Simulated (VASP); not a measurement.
# GaN (I-4m2) in VASP: a series of runs

GaN is run at these levels: PBE; tasks: single point.

Everything below comes from runs of VASP 6.6.1. Logs are shortened: lines on timing, memory, paths and dates and some standing lists are left out, and cuts for length are marked.

### Step 1. The cell of the first run

Symmetry: I-4m2, No. 119, tetragonal system. Conventional cell: a = 3.308 Å, b = 3.308 Å, c = 4.293 Å, α = 90.00°, β = 90.00°, γ = 90.00°. Within 2.6 Å of Ga (site symmetry -4m2) lie 4 N at 1.97 Å. Within 2.6 Å of N (site symmetry -4m2) lie 4 Ga at 1.97 Å.

### Step 2. Single point, PBE (epitaxial xy strain +4.0%)

The input, INCAR:

```
SYSTEM = GaN
ALGO = Normal
EDIFF = 1E-6
ENCUT = 520
GGA = PE
ISIF = 2
ISMEAR = 0
LASPH = .True.
LCHARG = .True.
LELF = .True.
LREAL = .False.
LVHAR = .True.
LWAVE = .False.
NBANDS = 16
NELM = 60
PREC = Accurate
SIGMA = 0.01
```

The input, KPOINTS:

```
k-points
0
Gamma
  6 6 6
  0 0 0
```

The input, POSCAR:

```
GaN
1.0
    0.0000000000      2.3389106427      2.1467438436
    2.3389106427      0.0000000000      2.1467438436
    2.3389106427      2.3389106427      0.0000000000
Ga N
1 1
Direct
    0.0000000000      0.0000000000      0.0000000000
    0.2500000000      0.2500000000      0.2500000000
```

Potentials or basis: VASP PAW PBE potentials, release 64 (Ga_d, N).

Launch:

```sh
> cat potpaw_PBE.64/Ga_d/POTCAR potpaw_PBE.64/N/POTCAR > POTCAR
> mpirun -np 1 vasp_std > vasp.out
```

OUTCAR:

```text
SYSTEM = GaN
   EDIFF = 1E-6
   ENCUT = 520
   GGA = PE
   ISIF = 2
   ISMEAR = 0
   LASPH = .True.
   LREAL = .False.
   NELM = 60
   PREC = Accurate

 ion  position               nearest neighbor table
   1  0.000  0.000  0.000-   2 1.97   2 1.97   2 1.97   2 1.97
   2  0.250  0.250  0.250-   1 1.97   1 1.97   1 1.97   1 1.97

  LATTYP: Found a body centered tetragonal cell.
 ALAT       =     3.3077191521
 C/A-ratio  =     1.2980206268

  Lattice vectors:

 A1 = (   0.0000000000,  -2.3389106427,  -2.1467438436)
 A2 = (   0.0000000000,   2.3389106427,  -2.1467438436)
 A3 = (   2.3389106427,   0.0000000000,   2.1467438436)

Analysis of symmetry for initial positions (statically):
=====================================================================
 Subroutine PRICEL returns:
 Original cell was already a primitive cell.

 Routine SETGRP: Setting up the symmetry group for a
 body centered tetragonal supercell.

 Subroutine GETGRP returns: Found  8 space group operations
 (whereof  8 operations were pure point group operations)
 out of a pool of 16 trial point group operations.

The static configuration has the point symmetry D_2d.

Analysis of symmetry for dynamics (positions and initial velocities):
=====================================================================
 Subroutine PRICEL returns:
 Original cell was already a primitive cell.

 Routine SETGRP: Setting up the symmetry group for a
 body centered tetragonal supercell.

 Subroutine GETGRP returns: Found  8 space group operations
 (whereof  8 operations were pure point group operations)
 out of a pool of 16 trial point group operations.

The dynamic configuration has the point symmetry D_2d.

 Subroutine INISYM returns: Found  8 space group operations
 (whereof  8 operations are pure point group operations),
 and found     1 'primitive' translations

----------------------------------------------------------------------------------------

                                     Primitive cell

  volume of cell :      23.4875

  direct lattice vectors                    reciprocal lattice vectors
     0.000000000  2.338910643  2.146743844    -0.213774734  0.213774734  0.232910881
     2.338910643  0.000000000  2.146743844     0.213774734 -0.213774734  0.232910881
     2.338910643  2.338910643  0.000000000     0.213774734  0.213774734 -0.232910881

  length of vectors
     3.174745994  3.174745994  3.307719152     0.381636938  0.381636938  0.381636938

  position of ions in fractional coordinates (direct lattice)
     0.000000000  0.000000000  0.000000000
     0.250000000  0.250000000  0.250000000

[... 77 lines left out ...]
   LREAL  =      F    real-space projection
   EDIFFG = 0.1E-04   stopping-criterion for IOM
   NSW    =      0    number of steps for IOM
   IBRION =     -1    ionic relax: 0-MD 1-quasi-New 2-CG
   NFREE  =      0    steps in history (QN), initial steepest desc. (CG)
   ISIF   =      2    stress and relaxation
   ISYM   =      2    0-nonsym 1-usesym 2-fastsym
   POTIM  = 0.5000    time-step for ionic-motion
   TEBEG  =    0.0;   TEEND  =   0.0 temperature during run
   PSTRESS=    0.0 pullay stress
   NELECT =      18.0000    total number of electrons
   NUPDOWN=      -1.0000    fix difference up-down
   EMIN   =  10.00;   EMAX   =-10.00  energy-range for DOS
   EFERMI =   0.00;   METHOD = LEGACY
   ISMEAR =     0;   SIGMA  =   0.01  broadening in eV -4-tet -1-fermi 0-gaus
   EFERMI_NEDOS =   21; number of points for ismear=-14 and -15
   IALGO  =     38    algorithm
   IMIX   =      4    mixing-type and parameters
     AMIX     =   0.40;   BMIX     =  1.00
     AMIX_MAG =   1.60;   BMIX_MAG =  1.00
  volume/ion in A,a.u.               =      11.74        79.25
  Fermi-wavevector in a.u.,A,eV,Ry     =   1.498143  2.831079 30.537344  2.244431
  Thomas-Fermi vector in A             =   2.609940
   LORBIT       =      0    0 simple, 1 ext, 2 COOP (PROOUT), +10 PAW based schemes
   GGA     = PE    functional components
   LHFCALC =     F    Hartree Fock is set to
   AEXX    =    0.0000 exact exchange contribution
   IVDW    =     0    specifies the selected vdW correction
   LEPSILON=     F    determine dielectric tensor
   LRPA    =     F    only Hartree local field effects (RPA)
 non-spin polarized calculation
 Gauss-broadening in eV      SIGMA  =   0.01
  energy-cutoff  :      520.00
  volume of cell :       23.49
 maximum number of plane-waves:       646
   NGX = 11   NGY = 11   NGZ = 13

 number of electron      17.9999997 magnetization

 Free energy of the ion-electron system (eV)
  ---------------------------------------------------
  ext. energy  EPLUGINS =         0.00000000
  ---------------------------------------------------
  free energy    TOTEN  =       -12.11007891 eV

  energy without entropy =      -12.11007891  energy(sigma->0) =      -12.11007891

 E-fermi :   5.3680     XC(G=0): -11.5365

 val. band max:        5.2326157251   @ k =   0.0000   0.0000   0.0000
 cond. band min:       6.5440597367   @ k =   0.0000   0.0000   0.0000
 fundamental gap:      1.3114440117
 Fermi energy:         5.3680424082

 k-point     1 :       0.0000    0.0000    0.0000
  band No.  band energies     occupation
      1     -10.6944      2.00000
      2      -8.4553      2.00000
      3      -8.4553      2.00000
      4      -8.3748      2.00000
      5      -8.1429      2.00000
      6      -8.1411      2.00000
[... 433 lines left out ...]
      3      -8.2117      2.00000
      4      -8.1829      2.00000
      5      -8.0981      2.00000
      6      -6.7081      2.00000
[... 8 lines left out ...]
     15      26.2611      0.00000
     16      26.8557      0.00000

 [... further k-points ...]

------------------------ aborting loop because EDIFF is reached ----------------------------------------

  FORCE on cell =-STRESS in cart. coord.  units (eV):
  Direction    XX          YY          ZZ          XY          YZ          ZX
  --------------------------------------------------------------------------------------
  -------------------------------------------------------------------------------------
  Total       -0.4437750     -0.4437750      0.8265482      0.0000000      0.0000000      0.0000000
  in kB      -30.2716374    -30.2716374     56.3821040      0.0000000      0.0000000      0.0000000
  external PRESSURE =      -1.3870569 kB  Pullay stress =       0.0000000 kB

 VOLUME and BASIS-vectors are now :
 -----------------------------------------------------------------------------
  energy-cutoff  :      520.00
  volume of cell :       23.49
      direct lattice vectors                 reciprocal lattice vectors
     0.000000000  2.338910643  2.146743844    -0.213774734  0.213774734  0.232910881
     2.338910643  0.000000000  2.146743844     0.213774734 -0.213774734  0.232910881
     2.338910643  2.338910643  0.000000000     0.213774734  0.213774734 -0.232910881

 POSITION                                       TOTAL-FORCE (eV/Angst)
 -----------------------------------------------------------------------------------
      0.00000      0.00000      0.00000         0.000000      0.000000      0.000000
      1.16946      1.16946      1.07337        -0.000000     -0.000000      0.000000
 -----------------------------------------------------------------------------------
    total drift:                                0.000005      0.000005     -0.000007

  FREE ENERGIE OF THE ION-ELECTRON SYSTEM (eV)
  ---------------------------------------------------
  free  energy   TOTEN  =       -12.1100789118 eV

  energy  without entropy=      -12.1100789118  energy(sigma->0) =      -12.11007891
```

OSZICAR:

```text
N       E                     dE             d eps       ncg     rms          rms(c)
DAV:   1     0.875503801363E+02    0.87550E+02   -0.92823E+03  1024   0.200E+03
DAV:   2    -0.757674350395E+01   -0.95127E+02   -0.87337E+02  1072   0.334E+02
DAV:   3    -0.139983291870E+02   -0.64216E+01   -0.63931E+01  1144   0.728E+01
DAV:   4    -0.140715869554E+02   -0.73258E-01   -0.73249E-01  1168   0.845E+00
DAV:   5    -0.140725910290E+02   -0.10041E-02   -0.10041E-02  1152   0.916E-01    0.762E+00
DAV:   6    -0.121134120183E+02    0.19592E+01   -0.49496E+00  1440   0.389E+01    0.269E+00
DAV:   7    -0.121182147606E+02   -0.48027E-02   -0.30485E-01  1064   0.663E+00    0.175E+00
DAV:   8    -0.121141612733E+02    0.40535E-02   -0.63240E-02  1032   0.319E+00    0.826E-01
DAV:   9    -0.121097736547E+02    0.43876E-02   -0.13950E-02  1416   0.258E+00    0.218E-01
DAV:  10    -0.121101626741E+02   -0.38902E-03   -0.14574E-03  1120   0.500E-01    0.117E-01
DAV:  11    -0.121100743163E+02    0.88358E-04   -0.24872E-04  1416   0.245E-01    0.779E-03
DAV:  12    -0.121100790987E+02   -0.47824E-05   -0.28391E-05  1168   0.477E-02    0.832E-03
DAV:  13    -0.121100789118E+02    0.18689E-06   -0.49571E-07   776   0.123E-02
   1 F= -.12110079E+02 E0= -.12110079E+02  d E =-.583022E-84
```

It took 19 s on 1 thread of Intel Xeon 8259CL, shared host; peak memory 0.15 GiB.

Results:

| Quantity | Value |
| --- | --- |
| Free energy | -12.1101 eV |
| Pressure | -0.1 GPa |
| Band gap on the k mesh | 1.31 eV, direct |

Caveat: the cell differs from its parent crystal (epitaxial xy strain +4.0%).

### Step 3. Single point, PBE (epitaxial xy strain -4.0%)

The input, INCAR:

```
SYSTEM = GaN
ALGO = Normal
EDIFF = 1E-6
ENCUT = 520
GGA = PE
ISIF = 2
ISMEAR = -1
LASPH = .TRUE.
LCHARG = .TRUE.
LELF = .TRUE.
LREAL = .FALSE.
LVHAR = .TRUE.
LWAVE = .FALSE.
NBANDS = 16
NELM = 60
PREC = Accurate
SIGMA = 0.02
```

The input, KPOINTS:

```
k-points
0
G
  10 10 10
  0 0 0
```

The input, POSCAR:

```
GaN
1.0
    0.0000000000      2.1589944395      2.3405572003
    2.1589944395      0.0000000000      2.3405572003
    2.1589944395      2.1589944395      0.0000000000
Ga N
1 1
Direct
    0.0000000000      0.0000000000      0.0000000000
    0.2500000000      0.2500000000      0.2500000000
```

Potentials or basis: VASP PAW PBE potentials, release 64 (Ga_d, N).

Launch:

```sh
> cat potpaw_PBE.64/Ga_d/POTCAR potpaw_PBE.64/N/POTCAR > POTCAR
> mpirun -np 1 vasp_std > vasp.out
```

It took 47 s on 1 thread of Intel Xeon 8259CL, shared host; peak memory 0.16 GiB.

It converged, with:

| Quantity | Value |
| --- | --- |
| Free energy | -12.0367 eV |
| Pressure | 14.8 GPa |
| Band gap on the k mesh | 1.86 eV, direct |

Stress tensor (GPa, compression positive):
```
18.62  0.00  0.00
 0.00 18.62  0.00
 0.00  0.00  7.06
```

Levels at points of the mesh, in eV from the valence-band top:
```csv
k point,band 7,band 8,band 9,band 10,band 11,band 12
"(0.00, 0.00, 0.00)",-0.45,0.00,0.00,1.86,10.43,10.43
"(0.50, 0.00, 0.00)",-7.48,-1.50,-0.84,4.63,8.84,10.12
"(0.50, 0.50, 0.00)",-7.07,-2.57,-2.57,3.65,7.66,11.14
"(0.50, 0.00, 0.50)",-6.14,-3.21,-3.18,3.06,6.37,12.26
```

Caveat: the cell differs from its parent crystal (epitaxial xy strain -4.0%).
